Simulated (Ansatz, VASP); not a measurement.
# One calculation of LiF, two programs

```
Li F
1.0
     3.21010    0.00000    0.00000
    -1.60505    2.78003    0.00000
     0.00000    0.00000    4.46204
Li F
2 2
Direct
  0.33333 0.66667 0.38107
  0.66667 0.33333 0.88107
  0.33333 0.66667 0.99393
  0.66667 0.33333 0.49393
```

Alike in both runs: task single point; functional PBE; k mesh 9 × 9 × 6; occupations gaussian, width 0.05 eV; no spin polarisation.

|  | VASP | Ansatz |
| --- | --- | --- |
| version | VASP 6.6.1 | Ansatz 0.2.0 |
| potentials or method | VASP PAW PBE potentials, release 64 (Li_sv, F), cutoff 520 eV | scalar-relativistic, plane waves, PAW |
| valence electrons in the cell | 20 | 20 |

```tsv
	VASP	Ansatz	Ansatz less VASP
gap on the k mesh at the Fermi level (eV)	7.68	7.69	+0.012
least direct gap on the mesh (eV)	7.68	7.69	+0.012
rms of the force components (eV/Å)	0.421	0.398	-0.0230
```

Atom by atom the forces differ by 0.023 eV/Å (rms over components). The functional is the same, so the differences come from potentials, cutoffs and numerics.

Noted on VASP's run: the cutoff is short for stress, so the pressure is rough.
